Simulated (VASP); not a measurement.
A run of VASP 6.6.1 is set up as follows.

Contents of POSCAR:

```
CsH
1.0
    0.0000000000      3.0893381214      3.0893381214
    3.0893381214      0.0000000000      3.0893381214
    3.0893381214      3.0893381214      0.0000000000
Cs H
1 1
Direct
    0.0000000000      0.0000000000      0.0000000000
    0.5000000000      0.5000000000      0.5000000000
```

File INCAR.step1:

```
SYSTEM = CsH
PREC = Accurate
ENCUT = 520
ISMEAR = 0
SIGMA = 0.02
LREAL = .False.
LASPH = .True.
NELM = 100
NBANDS = 12
GGA = PE
ALGO = Normal
EDIFF = 1E-4
LWAVE = .True.
LCHARG = .False.
```

The input INCAR.step2:

```
SYSTEM = CsH
PREC = Accurate
ENCUT = 520
EDIFF = 1E-6
ISMEAR = 0
SIGMA = 0.02
LREAL = .False.
LASPH = .True.
NELM = 100
ALGO = Normal
ISIF = 2
LWAVE = .False.
LCHARG = .False.
METAGGA = R2SCAN
LMIXTAU = .True.
NBANDS = 12
ISTART = 1
```

Contents of KPOINTS:

```
regular mesh
0
Gamma
  6 6 6
  0 0 0
```

Potentials or basis: VASP PAW PBE potentials, release 64 (Cs_sv, H).

Launch:

```console
$ cat potpaw_PBE.64/Cs_sv/POTCAR potpaw_PBE.64/H/POTCAR > POTCAR
$ cp INCAR.step1 INCAR
$ mpirun -np 1 vasp_std > vasp.out
$ cp INCAR.step2 INCAR
$ mpirun -np 1 vasp_std > vasp.out
```

Q: What does it give for the band gap on the k mesh?

A: 2.54 eV.

Q: Predict the pressure.

A: 1.2 GPa.

Caveat: the PAW data sets were made with another functional, which shifts forces and pressure a little; spin-orbit coupling is left out, which moves the levels of the heavy elements. A k mesh can miss the band edges.
